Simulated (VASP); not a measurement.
# Fe: single point with LDA

Fe:

```
Fe
1.0
    -1.37460    1.37460    1.37460
     1.37460   -1.37460    1.37460
     1.37460    1.37460   -1.37460
Fe
1
Direct
  0.00000 0.00000 0.00000
```

```
Program             : VASP 6.6.1
Task                : single point
Functional          : LDA
Potentials or basis : VASP PAW LDA potentials, release 64 (Fe)
Cutoff              : 520 eV
k mesh              : 16 × 16 × 16
Occupations         : fermi-dirac, width 1 eV
Spin                : collinear spin, ferromagnetic start
Starting moments    : [1.988] μB
```

- Pressure: 19.6 GPa
- Band gap on the k mesh: zero (filled and empty bands overlap)
- Net moment: 0.00 μB per cell
- Valence electrons inside the program's atomic spheres: Fe 7.49

Levels at points of the mesh, in eV from the Fermi level:
Spin up:
| k point | band 1 | band 2 | band 3 | band 4 | band 5 | band 6 | band 7 | band 8 |
| --- | --- | --- | --- | --- | --- | --- | --- | --- |
| (0.00, 0.00, 0.00) | -9.24 | -1.93 | -1.93 | -1.93 | -0.12 | -0.12 | 25.44 | 25.44 |
| (0.50, 0.00, 0.00) | -5.18 | -3.28 | -0.14 | 0.14 | 0.23 | 1.35 | 8.51 | 18.78 |
| (0.50, 0.50, 0.50) | -4.92 | -4.92 | 1.02 | 1.02 | 1.02 | 10.32 | 10.32 | 10.32 |
Spin down:
```tsv
k point	band 2	band 3	band 4	band 5	band 6	band 7
(0.00, 0.00, 0.00)	-1.93	-1.93	-1.93	-0.12	-0.12	25.44
(0.50, 0.00, 0.00)	-3.28	-0.14	0.14	0.23	1.35	8.51
(0.50, 0.50, 0.50)	-4.92	1.02	1.02	1.02	10.32	10.32
```

It took 47 s on 1 thread of Intel(R) Xeon(R) Platinum 8259CL CPU @ 2.50GHz (Skylake/Cascade Lake), on a shared host, peak memory 0.14 GiB.

Caveat: the starting moments collapsed, and a magnetic state may lie lower.
